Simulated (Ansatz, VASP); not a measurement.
# AlN: VASP beside Ansatz

```xyz
2
Lattice="0.0000 2.2127 2.2127 2.2127 0.0000 2.2127 2.2127 2.2127 0.0000" Properties=species:S:1:pos:R:3 pbc="T T T"
Al    0.0000    0.0000    0.0000
N     1.1064    1.1064    1.1064
```

Alike in both runs: task single point; functional B3LYP; k mesh 5 × 5 × 5; occupations fermi-dirac, width 0.05 eV; no spin polarisation.

|  | VASP | Ansatz |
| --- | --- | --- |
| version | VASP 6.6.1 | Ansatz 0.2.0 |
| potentials or method | VASP PAW PBE potentials, release 64 (Al, N) | Ansatz PAW |
| plane-wave cutoff (eV) | 520 | 420 |
| valence electrons in the cell | 8 | 8 |

```csv
,VASP,Ansatz,Ansatz less VASP
gap on the k mesh at the Fermi level (eV),5.80,5.79,-0.007
least direct gap on the mesh (eV),5.81,5.80,-0.005
pressure (GPa),-4.8,-5.3,-0.55
```

VASP's potentials were made for PBE, not for B3LYP.

The k mesh is coarse, so the values compare programs but aren't converged. Noted on Ansatz's run: odd divisions of the mesh miss points on the zone boundary, where band edges often lie, so the gap on the mesh can be too wide.
